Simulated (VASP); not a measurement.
# GeI (R-3m) in VASP: notebook, part 2 of 2

VASP 6.6.1. Earlier steps stand in the parts before.

## 4. Relaxation of cell and atoms, PBE

Contents of INCAR:

```
SYSTEM = GeI
PREC = Accurate
ENCUT = 600
EDIFF = 1E-6
ISMEAR = 0
SIGMA = 0.1
LREAL = .False.
LASPH = .True.
NELM = 100
ALGO = Normal
ISIF = 3
LWAVE = .False.
LCHARG = .False.
GGA = PE
IBRION = 2
NSW = 90
EDIFFG = -0.04
```

Contents of KPOINTS:

```
Automatic mesh
0
Gamma
  6 6 6
  0 0 0
```

Contents of POSCAR:

```
GeI
1.0
    2.1024987900      1.2138782400      3.4640551900
   -2.1024987900      1.2138782400      3.4640551900
    0.0000000000     -2.4277564800      3.4640551900
Ge I
1 1
Direct
    0.5000000000      0.5000000000      0.5000000000
    0.0000000000      0.0000000000      0.0000000000
```

Potentials or basis: VASP PAW PBE potentials, release 64 (Ge_d, I).

The run is started by

```bash
$ cat potpaw_PBE.64/Ge_d/POTCAR potpaw_PBE.64/I/POTCAR > POTCAR
$ mpirun -np 1 vasp_std > vasp.out
```

OUTCAR:

```text
SYSTEM = GeI
   PREC = Accurate
   ENCUT = 600
   EDIFF = 1E-6
   ISMEAR = 0
   LREAL = .False.
   LASPH = .True.
   NELM = 100
   ISIF = 3
   GGA = PE
   IBRION = 2
   NSW = 90
   EDIFFG = -0.04

 ion  position               nearest neighbor table
   1  0.500  0.500  0.500-   2 2.98   2 2.98   2 2.98   2 2.98   2 2.98   2 2.98
   2  0.000  0.000  0.000-   1 2.98   1 2.98   1 2.98   1 2.98   1 2.98   1 2.98

  LATTYP: Found a trigonal (rhomboedric) cell.
 ALAT       =     4.2300921861
 COS(alpha) =     0.5059148050

  Lattice vectors:

 A1 = (   2.1024987900,   1.2138782400,   3.4640551900)
 A2 = (  -2.1024987900,   1.2138782400,   3.4640551900)
 A3 = (   0.0000000000,  -2.4277564800,   3.4640551900)

Analysis of symmetry for initial positions (statically):
=====================================================================
 Subroutine PRICEL returns:
 Original cell was already a primitive cell.

 Routine SETGRP: Setting up the symmetry group for a
 trigonal (rhombohedral) supercell.

 Subroutine GETGRP returns: Found 12 space group operations
 (whereof 12 operations were pure point group operations)
 out of a pool of 12 trial point group operations.

The static configuration has the point symmetry D_3d.

Analysis of symmetry for dynamics (positions and initial velocities):
=====================================================================
 Subroutine PRICEL returns:
 Original cell was already a primitive cell.

 Routine SETGRP: Setting up the symmetry group for a
 trigonal (rhombohedral) supercell.

 Subroutine GETGRP returns: Found 12 space group operations
 (whereof 12 operations were pure point group operations)
 out of a pool of 12 trial point group operations.

The dynamic configuration has the point symmetry D_3d.

 Subroutine INISYM returns: Found 12 space group operations
 (whereof 12 operations are pure point group operations),
 and found     1 'primitive' translations

----------------------------------------------------------------------------------------

                                     Primitive cell

  volume of cell :      53.0453

  direct lattice vectors                    reciprocal lattice vectors
     2.102498790  1.213878240  3.464055190     0.237812265  0.137300976  0.096226334
    -2.102498790  1.213878240  3.464055190    -0.237812265  0.137300976  0.096226334
     0.000000000 -2.427756480  3.464055190     0.000000000 -0.274601951  0.096226334

  length of vectors
     4.230092186  4.230092186  4.230092184     0.290973777  0.290973777  0.290973777

  position of ions in fractional coordinates (direct lattice)
     0.500000000  0.500000000  0.500000000
     0.000000000  0.000000000  0.000000000

  ion indices of the primitive-cell ions
   primitive index   ion index
                 1           1
                 2           2

----------------------------------------------------------------------------------------

 KPOINTS: Automatic mesh

Automatic generation of k-mesh.
 Grid dimensions read from file:
 generate k-points for:    6    6    6

 Generating k-lattice:

  Cartesian coordinates                     Fractional coordinates (reciprocal lattice)
     0.039635378  0.022883496  0.016037722     0.166666667  0.000000000  0.000000000
    -0.039635378  0.022883496  0.016037722     0.000000000  0.166666667  0.000000000
     0.000000000 -0.045766992  0.016037722     0.000000000  0.000000000  0.166666667

  Length of vectors
     0.048495629  0.048495629  0.048495630

  Shift w.r.t. Gamma in fractional coordinates (k-lattice)
     0.000000000  0.000000000  0.000000000

 Subroutine IBZKPT returns following result:
 ===========================================

 Found     32 irreducible k-points:

 Following reciprocal coordinates:
            Coordinates               Weight
  0.000000  0.000000  0.000000      1.000000
  0.166667  0.000000  0.000000      6.000000
  0.333333  0.000000  0.000000      6.000000
  0.500000  0.000000  0.000000      3.000000
  0.166667  0.166667 -0.000000      6.000000
  0.333333  0.166667  0.000000     12.000000
[... 16 lines left out ...]
  0.500000  0.500000  0.166667      6.000000
 -0.333333  0.500000  0.166667     12.000000
 [... further k-points ...]
   k-points           NKPTS =     32   k-points in BZ     NKDIM =     32   number of bands    NBANDS=     14
   number of dos      NEDOS =    301   number of ions     NIONS =      2
   total plane-waves  NPLWV =  46656
   dimension x,y,z NGX =    36 NGY =   36 NGZ =   36
   dimension x,y,z NGXF=    72 NGYF=   72 NGZF=   72
   ions per type =               1   1
   NGX,Y,Z   is equivalent  to a cutoff of  14.15, 14.15, 14.15 a.u.
   NGXF,Y,Z  is equivalent  to a cutoff of  28.30, 28.30, 28.30 a.u.
 SYSTEM =  GeI
   PREC   = accura    normal or accurate (medium, high low for compatibility)
   ISTART =      0    job   : 0-new  1-cont  2-samecut
   ICHARG =      2    charge: 1-file 2-atom 10-const
   ISPIN  =      1    spin polarized calculation?
   LNONCOLLINEAR =      F non collinear calculations
   LSORBIT =      F    spin-orbit coupling
   LASPH  =      T    aspherical Exc in radial PAW
   ENCUT  =  600.0 eV  44.10 Ry    6.64 a.u.   8.45  8.45  8.45*2*pi/ulx,y,z
   NELM   =    100;   NELMIN=  2; NELMDL= -5     # of ELM steps
   EDIFF  = 0.1E-05   stopping-criterion for ELM
   LREAL  =      F    real-space projection
   EDIFFG = -.4E-01   stopping-criterion for IOM
   NSW    =     90    number of steps for IOM
   IBRION =      2    ionic relax: 0-MD 1-quasi-New 2-CG
   NFREE  =      1    steps in history (QN), initial steepest desc. (CG)
   ISIF   =      3    stress and relaxation
   ISYM   =      2    0-nonsym 1-usesym 2-fastsym
   POTIM  = 0.5000    time-step for ionic-motion
   TEBEG  =    0.0;   TEEND  =   0.0 temperature during run
   PSTRESS=    0.0 pullay stress
   NELECT =      21.0000    total number of electrons
   NUPDOWN=      -1.0000    fix difference up-down
   EMIN   =  10.00;   EMAX   =-10.00  energy-range for DOS
   EFERMI =   0.00;   METHOD = LEGACY
   ISMEAR =     0;   SIGMA  =   0.10  broadening in eV -4-tet -1-fermi 0-gaus
   EFERMI_NEDOS =   21; number of points for ismear=-14 and -15
   IALGO  =     38    algorithm
   IMIX   =      4    mixing-type and parameters
     AMIX     =   0.40;   BMIX     =  1.00
     AMIX_MAG =   1.60;   BMIX_MAG =  1.00
  volume/ion in A,a.u.               =      26.52       178.98
  Fermi-wavevector in a.u.,A,eV,Ry     =   1.202077  2.271596 19.660270  1.444989
  Thomas-Fermi vector in A             =   2.337868
   LORBIT       =      0    0 simple, 1 ext, 2 COOP (PROOUT), +10 PAW based schemes
   GGA     = PE    functional components
   LHFCALC =     F    Hartree Fock is set to
   AEXX    =    0.0000 exact exchange contribution
   IVDW    =     0    specifies the selected vdW correction
   LEPSILON=     F    determine dielectric tensor
   LRPA    =     F    only Hartree local field effects (RPA)
 conjugate gradient relaxation of ions
 non-spin polarized calculation
 Gauss-broadening in eV      SIGMA  =   0.10
  energy-cutoff  :      600.00
  volume of cell :       53.05
 maximum number of plane-waves:      1807
 NGX is ok and might be reduce to    36
   NGX = 17   NGY = 17   NGZ = 17

--------------------------------------- Ionic step        1  -------------------------------------------

 number of electron      20.9999992 magnetization

 Free energy of the ion-electron system (eV)
  ---------------------------------------------------
  ext. energy  EPLUGINS =         0.00000000
  ---------------------------------------------------
  free energy    TOTEN  =        -5.09248115 eV

  energy without entropy =       -5.08203648  energy(sigma->0) =       -5.08725881

 E-fermi :   7.1818     XC(G=0):  -9.8932

 val. band max:        7.1569450931   @ k =   0.3333   0.3333   0.3333
 cond. band min:       7.2112904975   @ k =  -0.1667   0.1667   0.0000
 fundamental gap:      0.0543454045
 Fermi energy:         7.1817732463

 k-point     1 :       0.0000    0.0000    0.0000
  band No.  band energies     occupation
      1     -18.0117      2.00000
      2     -18.0117      2.00000
      3     -18.0057      2.00000
      4     -18.0057      2.00000
      5     -18.0052      2.00000
      6      -8.5596      2.00000
      7       0.5978      2.00000
      8       3.2416      2.00000
      9       3.3190      2.00000
     10       3.3190      2.00000
     11       9.5702      0.00000
     12       9.5702      0.00000
     13       9.5940      0.00000
     14      11.3807      0.00000
[... 460 lines left out ...]
  energy  without entropy=       -5.2803301869  energy(sigma->0) =       -5.28438751

--------------------------------------- Ionic step        3  -------------------------------------------

 number of electron      20.9999993 magnetization

 Free energy of the ion-electron system (eV)
  ---------------------------------------------------
  ext. energy  EPLUGINS =         0.00000000
  ---------------------------------------------------
  free energy    TOTEN  =        -5.28939983 eV

  energy without entropy =       -5.28154834  energy(sigma->0) =       -5.28547409

 E-fermi :   5.4374     XC(G=0):  -9.1267

 val. band max:        5.4331661407   @ k =   0.1667   0.1667  -0.0000
 cond. band min:       5.5072634782   @ k =  -0.1667   0.1667   0.0000
 fundamental gap:      0.0740973375
 Fermi energy:         5.4373942742

 k-point     1 :       0.0000    0.0000    0.0000
  band No.  band energies     occupation
      1     -19.9943      2.00000
      2     -19.9943      2.00000
      3     -19.9920      2.00000
      4     -19.9920      2.00000
      5     -19.9907      2.00000
      6      -9.4070      2.00000
      7      -1.7881      2.00000
      8       1.7482      2.00000
      9       1.8334      2.00000
     10       1.8334      2.00000
     11       7.3265      0.00000
     12       7.3265      0.00000
     13       7.3569      0.00000
     14       9.8230      0.00000
[... 420 lines left out ...]
  FREE ENERGIE OF THE ION-ELECTRON SYSTEM (eV)
  ---------------------------------------------------
  free  energy   TOTEN  =        -5.2893998293 eV

  energy  without entropy=       -5.2815483444  energy(sigma->0) =       -5.28547409

 reached required accuracy - stopping structural energy minimisation
```

OSZICAR:

```text
N       E                     dE             d eps       ncg     rms          rms(c)
DAV:   1     0.138139233436E+03    0.13814E+03   -0.11183E+04   932   0.294E+03
[... 23 lines left out ...]
       N       E                     dE             d eps       ncg     rms          rms(c)
DAV:   1    -0.531021635974E+01   -0.21771E-01   -0.32770E-01  1076   0.955E+00    0.874E-01
DAV:   2    -0.529450041346E+01    0.15716E-01   -0.23580E-02  1088   0.256E+00    0.434E-01
DAV:   3    -0.528982632579E+01    0.46741E-02   -0.85898E-03  1088   0.134E+00    0.144E-01
DAV:   4    -0.528950285586E+01    0.32347E-03   -0.24243E-04   932   0.165E-01    0.156E-01
DAV:   5    -0.528939927088E+01    0.10358E-03   -0.11240E-04   962   0.152E-01    0.208E-02
DAV:   6    -0.528939982930E+01   -0.55842E-06   -0.83012E-06  1016   0.441E-02
   3 F= -.52893998E+01 E0= -.52854741E+01  d E =-.196919E+00
```

Run time: 56 s. Hardware: 1 thread of Intel Xeon Platinum 8259CL at 2.50GHz (Skylake/Cascade Lake), shared host; peak memory 0.22 GiB.

Results:

```yaml
Free_energy: -5.2894 eV
Relaxed_volume: 31.37 Å³/atom
Relaxed_cell: a = 4.479 Å, b = 4.479 Å, c = 4.479 Å, α = 59.46°, β = 59.46°, γ = 59.46°
Space_group_after_relaxing_to_0.1_Å: Fm-3m (No. 225)
Energy_gained_by_relaxing: 98.5 meV/atom
Ionic_steps: 3
Pressure_after_relaxing: -0.1 GPa
Band_gap_on_the_k_mesh: zero (an odd number of electrons rules out a gap without spin polarisation)
```

The path:
```tsv
step	energy change (eV)	largest force (eV/Å)	pressure (GPa)	volume (Å³)
1	0.0000	0.0000	7.69	53.05
2	-0.1960	0.0000	-0.28	63.43
3	-0.1969	0.0000	-0.10	62.75
```

Final structure:
```cif
data_structure
_symmetry_space_group_name_H-M 'P 1'
_symmetry_Int_Tables_number 1
_cell_length_a 4.4790
_cell_length_b 4.4790
_cell_length_c 4.4790
_cell_angle_alpha 59.456
_cell_angle_beta 59.456
_cell_angle_gamma 59.456
_cell_volume 62.75
loop_
_atom_site_label
_atom_site_type_symbol
_atom_site_fract_x
_atom_site_fract_y
_atom_site_fract_z
_atom_site_occupancy
Ge1 Ge 0.50000 0.50000 0.50000 1
I1 I 0.00000 0.00000 0.00000 1
```

Levels at points of the mesh, in eV from the Fermi level:
| k point | band 8 | band 9 | band 10 | band 11 | band 12 | band 13 |
| --- | --- | --- | --- | --- | --- | --- |
| (0.00, 0.00, 0.00) | -3.69 | -3.60 | -3.60 | 1.89 | 1.89 | 1.92 |
| (0.50, 0.00, 0.00) | -3.55 | -3.52 | -2.32 | -0.88 | -0.36 | -0.32 |
| (0.50, 0.50, 0.00) | -6.25 | -4.83 | -4.76 | 2.10 | 2.87 | 2.89 |
| (0.50, 0.50, 0.50) | -3.49 | -3.49 | -2.25 | -0.82 | -0.28 | -0.28 |

Caveat: the volume moved by over 15 % at a fixed basis, so the end points are rough; spin-orbit coupling is left out, which moves the levels of the heavy elements; an odd number of electrons without spin polarisation forces a metal; a magnetic or distorted state may lie lower.

## 5. The runs side by side

```tsv
task	cell	cutoff (eV)	gap on the mesh (eV)	pressure (GPa)
single point	a = 4.230 Å, angles 59.6°, 2 atoms	520	none	7.7
single point	a = 4.465 Å, angles 59.4°, 2 atoms	520	none	0.3
relaxation of cell and atoms	relaxed from a = 4.230 Å, angles 59.6°, 2 atoms	600	none	-0.1
```

Alike in all rows: level PBE; potentials or basis VASP PAW PBE potentials, release 64 (Ge_d, I); no spin polarisation; k mesh 6 × 6 × 6; smearing gaussian 0.1 eV.

Caveats: spin-orbit coupling is left out, which moves the levels of the heavy elements; an odd number of electrons without spin polarisation forces a metal; a magnetic or distorted state may lie lower; the cell stands under pressure (at least some runs); the volume moved by over 15 % at a fixed basis, so the end points are rough (at least some runs).

Total energies depend on the potentials used, so only differences within one code and one set of settings carry meaning.

The gap in the log of VASP goes by the Fermi energy; the results here count the filled bands.